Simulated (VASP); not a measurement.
# SnGeTe3 (Pm-3m) in VASP: further runs

The runs below take SnGeTe3 through single point, relaxation of cell and atoms, with PBE.

Everything below comes from runs of VASP 6.6.1. Logs are shortened: lines on timing, memory, paths and dates and some standing lists are left out, and cuts for length are marked.

## 1. The cell of the first run

It takes space group Pm-3m (No. 221, cubic). Conventional cell: a = 5.419 Å, b = 5.419 Å, c = 5.419 Å, α = 90.00°, β = 90.00°, γ = 90.00°. Sn (site symmetry m-3m) has 12 Te at 3.83 Å and 8 Ge at 4.69 Å within 5.0 Å. Within 3.6 Å of Ge (site symmetry m-3m) lie 6 Te at 2.71 Å. Within 3.6 Å of Te (site symmetry 4/mmm) lie 2 Ge at 2.71 Å.

The cell was built from a structure type or drawn by symmetry, and may not be a known phase.

## 2. Single point, PBE

The input, INCAR:

```
SYSTEM = SnGeTe3
  ALGO = Normal
  EDIFF = 1E-6
  ENCUT = 520
  GGA = PE
  ISIF = 2
  ISMEAR = 0
  LASPH = .TRUE.
  LCHARG = .FALSE.
  LREAL = .FALSE.
  LWAVE = .FALSE.
  NBANDS = 31
  NELM = 100
  PREC = Accurate
  SIGMA = 0.1
```

The input, KPOINTS:

```
k-points
0
G
  4 4 4
  0 0 0
```

The input, POSCAR:

```
SnGeTe3
1.0
    5.4194130500      0.0000000000      0.0000000000
    0.0000000000      5.4194130500      0.0000000000
    0.0000000000      0.0000000000      5.4194130500
Sn Ge Te
1 1 3
Direct
    0.5000000000      0.5000000000      0.5000000000
    0.0000000000      0.0000000000      0.0000000000
    0.5000000000      0.0000000000      0.0000000000
    0.0000000000      0.5000000000      0.0000000000
    0.0000000000      0.0000000000      0.5000000000
```

Potentials or basis: VASP PAW PBE potentials, release 64 (Sn_d, Ge_d, Te).

Command:

```sh
> cat potpaw_PBE.64/Sn_d/POTCAR potpaw_PBE.64/Ge_d/POTCAR potpaw_PBE.64/Te/POTCAR > POTCAR
> mpirun -np 1 vasp_std > vasp.out
```

OUTCAR:

```text
SYSTEM = SnGeTe3
   EDIFF = 1E-6
   ENCUT = 520
   GGA = PE
   ISIF = 2
   ISMEAR = 0
   LASPH = .TRUE.
   LREAL = .FALSE.
   NELM = 100
   PREC = Accurate

 ion  position               nearest neighbor table
   1  0.500  0.500  0.500-
   2  0.000  0.000  0.000-   3 2.71   4 2.71   5 2.71   5 2.71   4 2.71   3 2.71
   3  0.500  0.000  0.000-   2 2.71   2 2.71
   4  0.000  0.500  0.000-   2 2.71   2 2.71
   5  0.000  0.000  0.500-   2 2.71   2 2.71

  LATTYP: Found a simple cubic cell.
 ALAT       =     5.4194130500

  Lattice vectors:

 A1 = (   5.4194130500,   0.0000000000,   0.0000000000)
 A2 = (   0.0000000000,   5.4194130500,   0.0000000000)
 A3 = (   0.0000000000,   0.0000000000,   5.4194130500)

Analysis of symmetry for initial positions (statically):
=====================================================================
 Subroutine PRICEL returns:
 Original cell was already a primitive cell.

 Routine SETGRP: Setting up the symmetry group for a
 simple cubic supercell.

 Subroutine GETGRP returns: Found 48 space group operations
 (whereof 48 operations were pure point group operations)
 out of a pool of 48 trial point group operations.

The static configuration has the point symmetry O_h .

Analysis of symmetry for dynamics (positions and initial velocities):
=====================================================================
 Subroutine PRICEL returns:
 Original cell was already a primitive cell.

 Routine SETGRP: Setting up the symmetry group for a
 simple cubic supercell.

 Subroutine GETGRP returns: Found 48 space group operations
 (whereof 48 operations were pure point group operations)
 out of a pool of 48 trial point group operations.

The dynamic configuration has the point symmetry O_h .

 Subroutine INISYM returns: Found 48 space group operations
 (whereof 48 operations are pure point group operations),
 and found     1 'primitive' translations

----------------------------------------------------------------------------------------

                                     Primitive cell

  volume of cell :     159.1684

  direct lattice vectors                    reciprocal lattice vectors
     5.419413050  0.000000000  0.000000000     0.184521828  0.000000000  0.000000000
     0.000000000  5.419413050  0.000000000     0.000000000  0.184521828  0.000000000
     0.000000000  0.000000000  5.419413050     0.000000000  0.000000000  0.184521828

  length of vectors
     5.419413050  5.419413050  5.419413050     0.184521828  0.184521828  0.184521828

  position of ions in fractional coordinates (direct lattice)
     0.500000000  0.500000000  0.500000000
     0.000000000  0.000000000  0.000000000
     0.500000000  0.000000000  0.000000000
     0.000000000  0.500000000  0.000000000
     0.000000000  0.000000000  0.500000000

  ion indices of the primitive-cell ions
   primitive index   ion index
                 1           1
                 2           2
                 3           3
                 4           4
                 5           5

----------------------------------------------------------------------------------------

 KPOINTS: k-points

Automatic generation of k-mesh.
 Grid dimensions read from file:
 generate k-points for:    4    4    4

 Generating k-lattice:

  Cartesian coordinates                     Fractional coordinates (reciprocal lattice)
     0.046130457  0.000000000  0.000000000     0.250000000  0.000000000  0.000000000
     0.000000000  0.046130457  0.000000000     0.000000000  0.250000000  0.000000000
     0.000000000  0.000000000  0.046130457     0.000000000  0.000000000  0.250000000

  Length of vectors
     0.046130457  0.046130457  0.046130457

  Shift w.r.t. Gamma in fractional coordinates (k-lattice)
     0.000000000  0.000000000  0.000000000

 Subroutine IBZKPT returns following result:
 ===========================================

 Found     10 irreducible k-points:

 Following reciprocal coordinates:
            Coordinates               Weight
  0.000000  0.000000  0.000000      1.000000
  0.250000  0.000000  0.000000      6.000000
  0.500000  0.000000  0.000000      3.000000
  0.250000  0.250000  0.000000     12.000000
  0.500000  0.250000  0.000000     12.000000
  0.500000  0.500000  0.000000      3.000000
  0.250000  0.250000  0.250000      8.000000
  0.500000  0.250000  0.250000     12.000000
  0.500000  0.500000  0.250000      6.000000
  0.500000  0.500000  0.500000      1.000000
   k-points           NKPTS =     10   k-points in BZ     NKDIM =     10   number of bands    NBANDS=     31
   number of dos      NEDOS =    301   number of ions     NIONS =      5
   total plane-waves  NPLWV =  64000
   dimension x,y,z NGX =    40 NGY =   40 NGZ =   40
   dimension x,y,z NGXF=    80 NGYF=   80 NGZF=   80
   ions per type =               1   1   3
   NGX,Y,Z   is equivalent  to a cutoff of  12.27, 12.27, 12.27 a.u.
   NGXF,Y,Z  is equivalent  to a cutoff of  24.54, 24.54, 24.54 a.u.
 SYSTEM =  SnGeTe3
   PREC   = accura    normal or accurate (medium, high low for compatibility)
   ISTART =      0    job   : 0-new  1-cont  2-samecut
   ICHARG =      2    charge: 1-file 2-atom 10-const
   ISPIN  =      1    spin polarized calculation?
   LNONCOLLINEAR =      F non collinear calculations
   LSORBIT =      F    spin-orbit coupling
   LASPH  =      T    aspherical Exc in radial PAW
   ENCUT  =  520.0 eV  38.22 Ry    6.18 a.u.  10.08 10.08 10.08*2*pi/ulx,y,z
   NELM   =    100;   NELMIN=  2; NELMDL= -5     # of ELM steps
   EDIFF  = 0.1E-05   stopping-criterion for ELM
   LREAL  =      F    real-space projection
[... 7 lines left out ...]
   TEBEG  =    0.0;   TEEND  =   0.0 temperature during run
   PSTRESS=    0.0 pullay stress
   NELECT =      46.0000    total number of electrons
   NUPDOWN=      -1.0000    fix difference up-down
   EMIN   =  10.00;   EMAX   =-10.00  energy-range for DOS
   EFERMI =   0.00;   METHOD = LEGACY
   ISMEAR =     0;   SIGMA  =   0.10  broadening in eV -4-tet -1-fermi 0-gaus
   EFERMI_NEDOS =   21; number of points for ismear=-14 and -15
   IALGO  =     38    algorithm
   IMIX   =      4    mixing-type and parameters
     AMIX     =   0.40;   BMIX     =  1.00
     AMIX_MAG =   1.60;   BMIX_MAG =  1.00
  volume/ion in A,a.u.               =      31.83       214.82
  Fermi-wavevector in a.u.,A,eV,Ry     =   1.082369  2.045380 15.939522  1.171522
  Thomas-Fermi vector in A             =   2.218408
   LORBIT       =      0    0 simple, 1 ext, 2 COOP (PROOUT), +10 PAW based schemes
   GGA     = PE    functional components
   LHFCALC =     F    Hartree Fock is set to
   AEXX    =    0.0000 exact exchange contribution
   IVDW    =     0    specifies the selected vdW correction
   LEPSILON=     F    determine dielectric tensor
   LRPA    =     F    only Hartree local field effects (RPA)
 non-spin polarized calculation
 Gauss-broadening in eV      SIGMA  =   0.10
  energy-cutoff  :      520.00
  volume of cell :      159.17
 maximum number of plane-waves:      4337
   NGX = 21   NGY = 21   NGZ = 21

 number of electron      45.9999973 magnetization

 Free energy of the ion-electron system (eV)
  ---------------------------------------------------
  ext. energy  EPLUGINS =         0.00000000
  ---------------------------------------------------
  free energy    TOTEN  =       -16.12039086 eV

  energy without entropy =      -16.10182549  energy(sigma->0) =      -16.11110817

 E-fermi :   5.3656     XC(G=0):  -9.2810

 val. band max:        5.3350272038   @ k =   0.5000   0.2500   0.2500
 cond. band min:       5.5059445263   @ k =   0.5000   0.2500   0.2500
 fundamental gap:      0.1709173225
 Fermi energy:         5.3655692839

 k-point     1 :       0.0000    0.0000    0.0000
  band No.  band energies     occupation
      1     -19.7597      2.00000
      2     -19.7597      2.00000
      3     -19.7272      2.00000
      4     -19.7272      2.00000
      5     -19.7272      2.00000
      6     -16.7774      2.00000
[... 23 lines left out ...]
     30       9.4484      0.00000
     31       9.5998      0.00000

 k-point     2 :       0.2500    0.0000    0.0000
  band No.  band energies     occupation
      1     -19.7598      2.00000
      2     -19.7597      2.00000
      3     -19.7273      2.00000
      4     -19.7273      2.00000
      5     -19.7272      2.00000
      6     -16.7774      2.00000
[... 23 lines left out ...]
     30      10.5156      0.00000
     31      10.6959      0.00000

 k-point     3 :       0.5000    0.0000    0.0000
  band No.  band energies     occupation
      1     -19.7599      2.00000
      2     -19.7597      2.00000
      3     -19.7275      2.00000
      4     -19.7275      2.00000
      5     -19.7272      2.00000
      6     -16.7774      2.00000
[... 23 lines left out ...]
     30      11.5435      0.00000
     31      12.4110      0.00000

 k-point     4 :       0.2500    0.2500    0.0000
  band No.  band energies     occupation
      1     -19.7598      2.00000
      2     -19.7598      2.00000
      3     -19.7275      2.00000
      4     -19.7273      2.00000
      5     -19.7273      2.00000
      6     -16.7772      2.00000
[... 23 lines left out ...]
     30      10.4909      0.00000
     31      10.9244      0.00000

 k-point     5 :       0.5000    0.2500    0.0000
  band No.  band energies     occupation
      1     -19.7599      2.00000
      2     -19.7598      2.00000
      3     -19.7276      2.00000
      4     -19.7275      2.00000
      5     -19.7273      2.00000
      6     -16.7772      2.00000
[... 23 lines left out ...]
     30      11.2269      0.00000
     31      11.8492      0.00000

 k-point     6 :       0.5000    0.5000    0.0000
  band No.  band energies     occupation
      1     -19.7600      2.00000
      2     -19.7598      2.00000
      3     -19.7278      2.00000
      4     -19.7275      2.00000
      5     -19.7275      2.00000
      6     -16.7771      2.00000
[... 23 lines left out ...]
     30      12.2335      0.00000
     31      12.8580      0.00000

 k-point     7 :       0.2500    0.2500    0.2500
  band No.  band energies     occupation
      1     -19.7599      2.00000
      2     -19.7599      2.00000
      3     -19.7275      2.00000
      4     -19.7275      2.00000
      5     -19.7275      2.00000
      6     -16.7770      2.00000
[... 23 lines left out ...]
     30      10.6042      0.00000
     31      10.6059      0.00000

 k-point     8 :       0.5000    0.2500    0.2500
  band No.  band energies     occupation
      1     -19.7599      2.00000
      2     -19.7599      2.00000
      3     -19.7276      2.00000
      4     -19.7276      2.00000
      5     -19.7275      2.00000
      6     -16.7770      2.00000
[... 23 lines left out ...]
     30      10.5135      0.00000
     31      11.7900      0.00000

 k-point     9 :       0.5000    0.5000    0.2500
  band No.  band energies     occupation
      1     -19.7600      2.00000
      2     -19.7599      2.00000
      3     -19.7278      2.00000
      4     -19.7276      2.00000
      5     -19.7276      2.00000
      6     -16.7768      2.00000
[... 23 lines left out ...]
     30      10.3288      0.00000
     31      12.3420      0.00000

 k-point    10 :       0.5000    0.5000    0.5000
  band No.  band energies     occupation
      1     -19.7600      2.00000
      2     -19.7600      2.00000
      3     -19.7278      2.00000
      4     -19.7278      2.00000
      5     -19.7278      2.00000
      6     -16.7766      2.00000
[... 23 lines left out ...]
     30       7.9976      0.00000
     31      11.7051      0.00000

------------------------ aborting loop because EDIFF is reached ----------------------------------------

  FORCE on cell =-STRESS in cart. coord.  units (eV):
  Direction    XX          YY          ZZ          XY          YZ          ZX
  --------------------------------------------------------------------------------------
  -------------------------------------------------------------------------------------
  Total        0.8235350      0.8235350      0.8235350      0.0000000      0.0000000      0.0000000
  in kB        8.2896441      8.2896441      8.2896441      0.0000000      0.0000000      0.0000000
  external PRESSURE =       8.2896441 kB  Pullay stress =       0.0000000 kB

 VOLUME and BASIS-vectors are now :
 -----------------------------------------------------------------------------
  energy-cutoff  :      520.00
  volume of cell :      159.17
      direct lattice vectors                 reciprocal lattice vectors
     5.419413050  0.000000000  0.000000000     0.184521828  0.000000000  0.000000000
     0.000000000  5.419413050  0.000000000     0.000000000  0.184521828  0.000000000
     0.000000000  0.000000000  5.419413050     0.000000000  0.000000000  0.184521828

 POSITION                                       TOTAL-FORCE (eV/Angst)
 -----------------------------------------------------------------------------------
      2.70971      2.70971      2.70971         0.000000      0.000000      0.000000
      0.00000      0.00000      0.00000         0.000000      0.000000      0.000000
      2.70971      0.00000      0.00000         0.000000      0.000000      0.000000
      0.00000      2.70971      0.00000         0.000000      0.000000      0.000000
      0.00000      0.00000      2.70971         0.000000      0.000000      0.000000
 -----------------------------------------------------------------------------------
    total drift:                               -0.000000      0.000000     -0.000000

  FREE ENERGIE OF THE ION-ELECTRON SYSTEM (eV)
  ---------------------------------------------------
  free  energy   TOTEN  =       -16.1203908559 eV

  energy  without entropy=      -16.1018254941  energy(sigma->0) =      -16.11110817
```

Wall time 72 s (1 thread of Intel Xeon 8259CL, shared host); peak memory 0.27 GiB.

Results:

```
Free energy            : -16.1204 eV
Pressure               : 0.8 GPa
Band gap on the k mesh : zero (bands 23 and 24 overlap by 1.56 eV)
```

Caveat: spin-orbit coupling is left out, which moves the levels of the heavy elements.

## 3. Single point, PBE

This run uses another cell than the first one, of 32.20 Å³/atom.

The input, INCAR:

```
  PREC = Accurate
  ENCUT = 520
  EDIFF = 1E-7
  ISMEAR = 0
  SIGMA = 0.1
  LREAL = False
  LASPH = True
  NELM = 100
  ALGO = Normal
  ISIF = 2
  LWAVE = False
  LCHARG = False
  GGA = PE
  NBANDS = 31
```

The input, KPOINTS:

```
regular mesh
0
Gamma
  8 8 8
```

POSCAR: that of step 2 with these lines changed.

```diff
@@ -2,5 +2,5 @@
 1.0
-    5.4194130500      0.0000000000      0.0000000000
-    0.0000000000      5.4194130500      0.0000000000
-    0.0000000000      0.0000000000      5.4194130500
+    5.4398842508      0.0000000000      0.0000000000
+    0.0000000000      5.4398842508      0.0000000000
+    0.0000000000      0.0000000000      5.4398842508
 Sn Ge Te
```

Potentials or basis: VASP PAW PBE potentials, release 64 (Sn_d, Ge_d, Te).

Command:

```sh
> cat potpaw_PBE.64/Sn_d/POTCAR potpaw_PBE.64/Ge_d/POTCAR potpaw_PBE.64/Te/POTCAR > POTCAR
> mpirun -np 1 vasp_std > vasp.out
```

OUTCAR:

```text
PREC = Accurate
   ENCUT = 520
   EDIFF = 1E-7
   ISMEAR = 0
   LREAL = False
   LASPH = True
   NELM = 100
   ISIF = 2
   GGA = PE

 ion  position               nearest neighbor table
   1  0.500  0.500  0.500-
   2  0.000  0.000  0.000-   3 2.72   4 2.72   5 2.72   5 2.72   4 2.72   3 2.72
   3  0.500  0.000  0.000-   2 2.72   2 2.72
   4  0.000  0.500  0.000-   2 2.72   2 2.72
   5  0.000  0.000  0.500-   2 2.72   2 2.72

  LATTYP: Found a simple cubic cell.
 ALAT       =     5.4398842508

  Lattice vectors:

 A1 = (   5.4398842508,   0.0000000000,   0.0000000000)
 A2 = (   0.0000000000,   5.4398842508,   0.0000000000)
 A3 = (   0.0000000000,   0.0000000000,   5.4398842508)

Analysis of symmetry for initial positions (statically):
=====================================================================
 Subroutine PRICEL returns:
 Original cell was already a primitive cell.

 Routine SETGRP: Setting up the symmetry group for a
 simple cubic supercell.

 Subroutine GETGRP returns: Found 48 space group operations
[... 171 lines left out ...]
 E-fermi :   5.1894     XC(G=0):  -9.2379

 val. band max:        5.1692762056   @ k =   0.3750   0.3750   0.2500
 cond. band min:       5.1983346577   @ k =   0.3750   0.3750   0.2500
 fundamental gap:      0.0290584522
 Fermi energy:         5.1893601927

 k-point     1 :       0.0000    0.0000    0.0000
  band No.  band energies     occupation
      1     -19.5285      2.00000
      2     -19.5285      2.00000
      3     -19.4969      2.00000
      4     -19.4969      2.00000
      5     -19.4969      2.00000
      6     -16.8644      2.00000
[... 805 lines left out ...]
     30      11.7606      0.00000
     31      11.8283      0.00000

 [... further k-points ...]

------------------------ aborting loop because EDIFF is reached ----------------------------------------

  FORCE on cell =-STRESS in cart. coord.  units (eV):
  Direction    XX          YY          ZZ          XY          YZ          ZX
  --------------------------------------------------------------------------------------
  -------------------------------------------------------------------------------------
  Total       -0.0159329     -0.0159329     -0.0159329      0.0000000      0.0000000     -0.0000000
  in kB       -0.1585752     -0.1585752     -0.1585752      0.0000000      0.0000000     -0.0000000
  external PRESSURE =      -0.1585752 kB  Pullay stress =       0.0000000 kB

 VOLUME and BASIS-vectors are now :
 -----------------------------------------------------------------------------
  energy-cutoff  :      520.00
  volume of cell :      160.98
      direct lattice vectors                 reciprocal lattice vectors
     5.439884251  0.000000000  0.000000000     0.183827441  0.000000000  0.000000000
     0.000000000  5.439884251  0.000000000     0.000000000  0.183827441  0.000000000
     0.000000000  0.000000000  5.439884251     0.000000000  0.000000000  0.183827441

 POSITION                                       TOTAL-FORCE (eV/Angst)
 -----------------------------------------------------------------------------------
      2.71994      2.71994      2.71994         0.000000      0.000000      0.000000
      0.00000      0.00000      0.00000         0.000000      0.000000      0.000000
      2.71994      0.00000      0.00000         0.000000      0.000000      0.000000
      0.00000      2.71994      0.00000         0.000000      0.000000      0.000000
      0.00000      0.00000      2.71994         0.000000      0.000000      0.000000
 -----------------------------------------------------------------------------------
    total drift:                               -0.000000      0.000000     -0.000000

  FREE ENERGIE OF THE ION-ELECTRON SYSTEM (eV)
  ---------------------------------------------------
  free  energy   TOTEN  =       -16.2998216887 eV

  energy  without entropy=      -16.2769803818  energy(sigma->0) =      -16.28840104
```

stdout:

```text
POSCAR found type information on POSCAR SnGeTe
 POSCAR found :  3 types and       5 ions
 scaLAPACK will be used
 LDA part: xc-table for (Slater+PW92), standard interpolation
 POSCAR, INCAR and KPOINTS ok, starting setup
 FFT: planning ... GRIDC
 FFT: planning ... GRID_SOFT
 FFT: planning ... GRID
 WAVECAR not read
 entering main loop
```

Run time: 3.2 min. Hardware: 1 thread of Intel Xeon 8259CL, shared host; peak memory 0.36 GiB.

What came out:

* Free energy: -16.2998 eV
* Pressure: 0.0 GPa
* Band gap on the k mesh: zero (bands 23 and 24 overlap by 1.58 eV)

Caveat: spin-orbit coupling is left out, which moves the levels of the heavy elements.

[end of part 1 of 2]
